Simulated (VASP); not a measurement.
Wanted: the native input for a VASP 6.6.1 run.

| Property | Result |
| --- | --- |
| Task | single point |
| Functional | PBE |
| Potentials or basis | VASP PAW PBE potentials, release 64 (K_sv, Ru_pv) |
| Cutoff | 520 eV |
| k mesh | 12 × 12 × 12 |
| Occupations | gaussian, width 0.1 eV |
| Spin | no spin polarisation |
| Dipole correction | no |
| Further INCAR settings | ALGO = Fast; EDIFF = 1e-06; NBANDS = 40 |

The structure of KRu4 lies in POSCAR:

```
KRu4
1.0
   -3.2969726257      3.2969726257      1.9097629515
    3.2969726257     -3.2969726257      1.9097629515
    3.2969726257      3.2969726257     -1.9097629515
K Ru
1 4
Direct
    0.0000000000      0.0000000000      0.0000000000
    0.4079609052      0.1717971366      0.5797580418
    0.1717971366      0.5920390948      0.7638362313
    0.5920390948      0.8282028634      0.4202419582
    0.8282028634      0.4079609052      0.2361637687
```

The cell was generated, and may not be a known phase.

These files were run (other wordings do the same):

INCAR

```
SYSTEM = KRu4
ALGO     = Fast           ! electronic algorithm
EDIFF    = 1E-6           ! SCF threshold, eV
ENCUT    = 520            ! plane-wave cutoff, eV
GGA      = PE             ! functional
ISIF     = 2              ! what is computed and relaxed
ISMEAR   = 0              ! smearing method
LASPH    = .TRUE.         ! aspherical terms in the spheres
LCHARG   = .TRUE.         ! write CHGCAR
LELF     = .TRUE.         ! ELF
LREAL    = .FALSE.        ! projectors in reciprocal space
LVHAR    = .TRUE.       
LWAVE    = .FALSE.        ! write WAVECAR
NBANDS   = 40             ! bands
NELM     = 100            ! most SCF steps
PREC     = Accurate       ! precision mode
SIGMA    = 0.1            ! smearing width, eV
```

KPOINTS

```
k-points
0
G
  12 12 12
  0 0 0
```

Potentials or basis: VASP PAW PBE potentials, release 64 (K_sv, Ru_pv).

Run with:

```console
$ cat potpaw_PBE.64/K_sv/POTCAR potpaw_PBE.64/Ru_pv/POTCAR > POTCAR
$ mpirun -np 1 vasp_std > vasp.out
```

It gave:

```yaml
Pressure: 0.3 GPa
Largest_force: 0.009 eV/Å
Band_gap_on_the_k_mesh: zero (an odd number of electrons rules out a gap without spin polarisation)
```

It took 13 min on 1 thread of Intel(R) Xeon(R) Platinum 8488C (Sapphire Rapids), on a shared host, peak memory 0.7 GiB.
